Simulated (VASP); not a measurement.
# Te (Pmma) in VASP: further runs

The runs below take Te through single point, with LDA.

Everything below comes from runs of VASP 6.6.1. Logs are shortened: lines on timing, memory, paths and dates and some standing lists are left out, and cuts for length are marked.

### Step 1. The cell of the first run

The structure is orthorhombic, space group Pmma (No. 51). Conventional cell: a = 9.214 Å, b = 3.152 Å, c = 4.457 Å, α = 90.00°, β = 90.00°, γ = 90.00°. Te (site symmetry mm2) has 6 Te at 3.14 to 3.27 Å within 4.1 Å. Within 4.1 Å of Te (site symmetry 2/m) lie 6 Te at 3.14 to 3.27 Å.

### Step 2. Single point, LDA

Contents of INCAR:

```
PREC = Accurate
ENCUT = 500
EDIFF = 1E-6
ISMEAR = -1
SIGMA = 0.1
LREAL = False
LASPH = True
NELM = 120
ALGO = Normal
ISIF = 2
LWAVE = False
LCHARG = False
NBANDS = 20
GGA_COMPAT = False
```

Contents of KPOINTS:

```
Automatic mesh
0
Gamma
  2 4 3
```

Contents of POSCAR:

```
Te
1.0
    9.2140160000      0.0000000000      0.0000000000
    0.0000000000      3.1522020000      0.0000000000
    0.0000000000      0.0000000000      4.4566410000
Te
4
Direct
    0.7500000000      0.5000000000      0.5206230000
    0.2500000000      0.5000000000      0.4793770000
    0.0000000000      0.5000000000      0.0000000000
    0.5000000000      0.5000000000      0.0000000000
```

Potentials or basis: VASP PAW LDA potentials, release 64 (Te).

On the command line:

```bash
cat potpaw_LDA.64/Te/POTCAR > POTCAR
mpirun -np 1 vasp_std > vasp.out
```

OUTCAR:

```text
PREC = Accurate
   ENCUT = 500
   EDIFF = 1E-6
   ISMEAR = -1
   LREAL = False
   LASPH = True
   NELM = 120
   ISIF = 2

 ion  position               nearest neighbor table
   1  0.750  0.500  0.521-   3 3.14   4 3.14   3 3.27   4 3.27
   2  0.250  0.500  0.479-   3 3.14   4 3.14   3 3.27   4 3.27
   3  0.000  0.500  0.000-   1 3.14   2 3.14   1 3.27   2 3.27
   4  0.500  0.500  0.000-   1 3.14   2 3.14   1 3.27   2 3.27

  LATTYP: Found a simple orthorhombic cell.
 ALAT       =     3.1522020000
 B/A-ratio  =     1.4138183403
 C/A-ratio  =     2.9230410995

  Lattice vectors:

 A1 = (   0.0000000000,   3.1522020000,   0.0000000000)
 A2 = (   0.0000000000,   0.0000000000,   4.4566410000)
 A3 = (   9.2140160000,   0.0000000000,   0.0000000000)

Analysis of symmetry for initial positions (statically):
=====================================================================
 Subroutine PRICEL returns:
 Original cell was already a primitive cell.

 Routine SETGRP: Setting up the symmetry group for a
 simple orthorhombic supercell.

 Subroutine GETGRP returns: Found  8 space group operations
 (whereof  4 operations were pure point group operations)
 out of a pool of  8 trial point group operations.

The static configuration has the point symmetry C_2h.
 The point group associated with its full space group is D_2h.

Analysis of symmetry for dynamics (positions and initial velocities):
=====================================================================
 Subroutine PRICEL returns:
 Original cell was already a primitive cell.

 Routine SETGRP: Setting up the symmetry group for a
 simple orthorhombic supercell.

 Subroutine GETGRP returns: Found  8 space group operations
 (whereof  4 operations were pure point group operations)
 out of a pool of  8 trial point group operations.

The dynamic configuration has the point symmetry C_2h.
 The point group associated with its full space group is D_2h.

 Subroutine INISYM returns: Found  8 space group operations
 (whereof  4 operations are pure point group operations),
 and found     1 'primitive' translations

----------------------------------------------------------------------------------------

                                     Primitive cell

  volume of cell :     129.4406

  direct lattice vectors                    reciprocal lattice vectors
     9.214016000  0.000000000  0.000000000     0.108530309  0.000000000  0.000000000
     0.000000000  3.152202000  0.000000000     0.000000000  0.317238553  0.000000000
     0.000000000  0.000000000  4.456641000     0.000000000  0.000000000  0.224384239

  length of vectors
     9.214016000  3.152202000  4.456641000     0.108530309  0.317238553  0.224384239

  position of ions in fractional coordinates (direct lattice)
     0.750000000  0.500000000  0.520623000
     0.250000000  0.500000000  0.479377000
     0.000000000  0.500000000  0.000000000
     0.500000000  0.500000000  0.000000000

  ion indices of the primitive-cell ions
   primitive index   ion index
                 1           1
                 2           2
                 3           3
                 4           4

----------------------------------------------------------------------------------------

 KPOINTS: Automatic mesh

Automatic generation of k-mesh.
 Grid dimensions read from file:
 generate k-points for:    2    4    3

 Generating k-lattice:

  Cartesian coordinates                     Fractional coordinates (reciprocal lattice)
     0.054265154  0.000000000  0.000000000     0.500000000  0.000000000  0.000000000
     0.000000000  0.079309638  0.000000000     0.000000000  0.250000000  0.000000000
     0.000000000  0.000000000  0.074794746     0.000000000  0.000000000  0.333333333

  Length of vectors
     0.054265154  0.079309638  0.074794746

  Shift w.r.t. Gamma in fractional coordinates (k-lattice)
     0.000000000  0.000000000  0.000000000

 Subroutine IBZKPT returns following result:
 ===========================================

 Found     12 irreducible k-points:

 Following reciprocal coordinates:
            Coordinates               Weight
  0.000000  0.000000  0.000000      1.000000
  0.500000  0.000000  0.000000      1.000000
  0.000000  0.250000  0.000000      2.000000
  0.500000  0.250000  0.000000      2.000000
  0.000000  0.500000  0.000000      1.000000
  0.500000  0.500000  0.000000      1.000000
  0.000000  0.000000  0.333333      2.000000
  0.500000  0.000000  0.333333      2.000000
  0.000000  0.250000  0.333333      4.000000
  0.500000  0.250000  0.333333      4.000000
  0.000000  0.500000  0.333333      2.000000
  0.500000  0.500000  0.333333      2.000000
   k-points           NKPTS =     12   k-points in BZ     NKDIM =     12   number of bands    NBANDS=     20
   number of dos      NEDOS =    301   number of ions     NIONS =      4
   total plane-waves  NPLWV =  60480
   dimension x,y,z NGX =    70 NGY =   24 NGZ =   36
   dimension x,y,z NGXF=   140 NGYF=   48 NGZF=   72
   ions per type =               4
   NGX,Y,Z   is equivalent  to a cutoff of  12.63, 12.66, 13.43 a.u.
   NGXF,Y,Z  is equivalent  to a cutoff of  25.26, 25.32, 26.86 a.u.
 SYSTEM =  unknown system
   PREC   = accura    normal or accurate (medium, high low for compatibility)
   ISTART =      0    job   : 0-new  1-cont  2-samecut
   ICHARG =      2    charge: 1-file 2-atom 10-const
   ISPIN  =      1    spin polarized calculation?
   LNONCOLLINEAR =      F non collinear calculations
   LSORBIT =      F    spin-orbit coupling
   LASPH  =      T    aspherical Exc in radial PAW
   ENCUT  =  500.0 eV  36.75 Ry    6.06 a.u.  16.80  5.75  8.13*2*pi/ulx,y,z
   NELM   =    120;   NELMIN=  2; NELMDL= -5     # of ELM steps
   EDIFF  = 0.1E-05   stopping-criterion for ELM
   LREAL  =      F    real-space projection
   EDIFFG = 0.1E-04   stopping-criterion for IOM
   NSW    =      0    number of steps for IOM
   IBRION =     -1    ionic relax: 0-MD 1-quasi-New 2-CG
   NFREE  =      0    steps in history (QN), initial steepest desc. (CG)
   ISIF   =      2    stress and relaxation
   ISYM   =      2    0-nonsym 1-usesym 2-fastsym
   POTIM  = 0.5000    time-step for ionic-motion
   TEBEG  =    0.0;   TEEND  =   0.0 temperature during run
   PSTRESS=    0.0 pullay stress
   NELECT =      24.0000    total number of electrons
   NUPDOWN=      -1.0000    fix difference up-down
   EMIN   =  10.00;   EMAX   =-10.00  energy-range for DOS
   EFERMI =   0.00;   METHOD = LEGACY
   ISMEAR =    -1;   SIGMA  =   0.10  broadening in eV -4-tet -1-fermi 0-gaus
   EFERMI_NEDOS =   21; number of points for ismear=-14 and -15
   IALGO  =     38    algorithm
   IMIX   =      4    mixing-type and parameters
     AMIX     =   0.40;   BMIX     =  1.00
     AMIX_MAG =   1.60;   BMIX_MAG =  1.00
  volume/ion in A,a.u.               =      32.36       218.38
  Fermi-wavevector in a.u.,A,eV,Ry     =   0.933516  1.764089 11.856822  0.871452
  Thomas-Fermi vector in A             =   2.060225
   LORBIT       =      0    0 simple, 1 ext, 2 COOP (PROOUT), +10 PAW based schemes
   GGA     = CA    functional components
   LHFCALC =     F    Hartree Fock is set to
   AEXX    =    0.0000 exact exchange contribution
   IVDW    =     0    specifies the selected vdW correction
   LEPSILON=     F    determine dielectric tensor
   LRPA    =     F    only Hartree local field effects (RPA)
 non-spin polarized calculation
  energy-cutoff  :      500.00
  volume of cell :      129.44
 maximum number of plane-waves:      3308
 NGX is ok and might be reduce to    70
   NGX = 33   NGY = 11   NGZ = 17

 number of electron      23.9999998 magnetization

 Free energy of the ion-electron system (eV)
  ---------------------------------------------------
  ext. energy  EPLUGINS =         0.00000000
  ---------------------------------------------------
  free energy    TOTEN  =       -15.18117534 eV

  energy without entropy =      -15.09477927  energy(sigma->0) =      -15.13797730

 E-fermi :   6.0248     XC(G=0):  -9.5402

 val. band max:        5.8683262886   @ k =   0.5000   0.2500   0.0000
 cond. band min:       6.1931061759   @ k =   0.5000   0.2500   0.3333
 fundamental gap:      0.3247798873
 Fermi energy:         6.0248402434

 k-point     1 :       0.0000    0.0000    0.0000
  band No.  band energies     occupation
      1      -7.2921      2.00000
      2      -5.9514      2.00000
      3      -5.9476      2.00000
      4      -3.8650      2.00000
      5       1.7506      2.00000
      6       2.1079      2.00000
[... 12 lines left out ...]
     19      12.4442      0.00000
     20      12.9182      0.00000

 k-point     2 :       0.5000    0.0000    0.0000
  band No.  band energies     occupation
      1      -6.9399      2.00000
      2      -6.9399      2.00000
      3      -4.6203      2.00000
      4      -4.6203      2.00000
      5       2.3309      2.00000
      6       2.3309      2.00000
[... 12 lines left out ...]
     19      13.1790      0.00000
     20      13.1790      0.00000

 k-point     3 :       0.0000    0.2500    0.0000
  band No.  band energies     occupation
      1      -6.5646      2.00000
      2      -5.2194      2.00000
      3      -5.2154      2.00000
      4      -3.1086      2.00000
      5       2.3996      2.00000
      6       2.7549      2.00000
[... 12 lines left out ...]
     19      13.1932      0.00000
     20      13.3231      0.00000

 k-point     4 :       0.5000    0.2500    0.0000
  band No.  band energies     occupation
      1      -6.2116      2.00000
      2      -6.2116      2.00000
      3      -3.8770      2.00000
      4      -3.8770      2.00000
      5       2.9920      2.00000
      6       2.9920      2.00000
[... 12 lines left out ...]
     19      13.3927      0.00000
     20      13.3927      0.00000

 k-point     5 :       0.0000    0.5000    0.0000
  band No.  band energies     occupation
      1      -5.4624      2.00000
      2      -4.1020      2.00000
      3      -4.0976      2.00000
      4      -1.9061      2.00000
      5       0.4152      2.00000
      6       1.6781      2.00000
[... 12 lines left out ...]
     19      11.0212      0.00000
     20      11.5146      0.00000

 k-point     6 :       0.5000    0.5000    0.0000
  band No.  band energies     occupation
      1      -5.1068      2.00000
      2      -5.1068      2.00000
      3      -2.7208      2.00000
      4      -2.7208      2.00000
      5       0.7542      2.00000
      6       0.7542      2.00000
[... 12 lines left out ...]
     19      11.4164      0.00000
     20      11.4164      0.00000

 k-point     7 :       0.0000    0.0000    0.3333
  band No.  band energies     occupation
      1      -6.6544      2.00000
      2      -5.7100      2.00000
      3      -5.6920      2.00000
      4      -4.9666      2.00000
      5       0.8318      2.00000
      6       0.8524      2.00000
[... 12 lines left out ...]
     19      14.4646      0.00000
     20      14.5097      0.00000

 k-point     8 :       0.5000    0.0000    0.3333
  band No.  band energies     occupation
      1      -6.3762      2.00000
      2      -6.3762      2.00000
      3      -5.1252      2.00000
      4      -5.1252      2.00000
      5       0.9176      2.00000
      6       0.9176      2.00000
[... 12 lines left out ...]
     19      13.5698      0.00000
     20      13.5698      0.00000

 k-point     9 :       0.0000    0.2500    0.3333
  band No.  band energies     occupation
      1      -5.9256      2.00000
      2      -4.9762      2.00000
      3      -4.9575      2.00000
      4      -4.2266      2.00000
      5       1.5203      2.00000
      6       1.5429      2.00000
[... 12 lines left out ...]
     19      11.8372      0.00000
     20      13.6451      0.00000

 k-point    10 :       0.5000    0.2500    0.3333
  band No.  band energies     occupation
      1      -5.6461      2.00000
      2      -5.6461      2.00000
      3      -4.3863      2.00000
      4      -4.3863      2.00000
      5       1.5999      2.00000
      6       1.5999      2.00000
[... 12 lines left out ...]
     19      12.9712      0.00000
     20      12.9712      0.00000

 k-point    11 :       0.0000    0.5000    0.3333
  band No.  band energies     occupation
      1      -4.8189      2.00000
      2      -3.8514      2.00000
      3      -3.8306      2.00000
      4      -3.0817      2.00000
      5       1.0303      2.00000
      6       1.8844      2.00000
[... 12 lines left out ...]
     19      10.6504      0.00000
     20      11.3789      0.00000

 k-point    12 :       0.5000    0.5000    0.3333
  band No.  band energies     occupation
      1      -4.5348      2.00000
      2      -4.5348      2.00000
      3      -3.2446      2.00000
      4      -3.2446      2.00000
      5       1.2855      2.00000
      6       1.2855      2.00000
[... 12 lines left out ...]
     19      10.3920      0.00000
     20      10.3920      0.00000

------------------------ aborting loop because EDIFF is reached ----------------------------------------

  FORCE on cell =-STRESS in cart. coord.  units (eV):
  Direction    XX          YY          ZZ          XY          YZ          ZX
  --------------------------------------------------------------------------------------
  -------------------------------------------------------------------------------------
  Total       -4.4939999      1.5118871     -3.9958731      0.0000000      0.0000000      0.0000000
  in kB      -55.6253792     18.7136844    -49.4597158      0.0000000      0.0000000      0.0000000
  external PRESSURE =     -28.7904702 kB  Pullay stress =       0.0000000 kB

 VOLUME and BASIS-vectors are now :
 -----------------------------------------------------------------------------
  energy-cutoff  :      500.00
  volume of cell :      129.44
      direct lattice vectors                 reciprocal lattice vectors
     9.214016000  0.000000000  0.000000000     0.108530309  0.000000000  0.000000000
     0.000000000  3.152202000  0.000000000     0.000000000  0.317238553  0.000000000
     0.000000000  0.000000000  4.456641000     0.000000000  0.000000000  0.224384239

 POSITION                                       TOTAL-FORCE (eV/Angst)
 -----------------------------------------------------------------------------------
      6.91051      1.57610      2.32023         0.000000      0.000000     -0.018523
      2.30350      1.57610      2.13641         0.000000      0.000000      0.018523
      0.00000      1.57610      0.00000         0.000000      0.000000      0.000000
      4.60701      1.57610      0.00000         0.000000      0.000000      0.000000
 -----------------------------------------------------------------------------------
    total drift:                                0.000000     -0.000000      0.000000

  FREE ENERGIE OF THE ION-ELECTRON SYSTEM (eV)
  ---------------------------------------------------
  free  energy   TOTEN  =       -15.1811753351 eV

  energy  without entropy=      -15.0947792728  energy(sigma->0) =      -15.13797730
```

It took 33 s on 1 thread of AMD EPYC 7R43 (Zen 3), shared host; peak memory 0.16 GiB.

What came out:

- Free energy: -15.1812 eV
- Pressure: -2.9 GPa
- Largest force: 0.019 eV/Å
- Band gap on the k mesh: zero (bands 12 and 13 overlap by 3.11 eV)

Forces on the atoms (eV/Å):
```
Te   0.000  0.000 -0.019
Te   0.000  0.000  0.019
Te   0.000  0.000  0.000
Te   0.000  0.000  0.000
```

Caveat: the k points lie up to 0.50 Å⁻¹ apart, too coarse for converged energies and pressures of a metal; spin-orbit coupling is left out, which moves the levels of the heavy elements.

(Continued in part 2 of 2.)
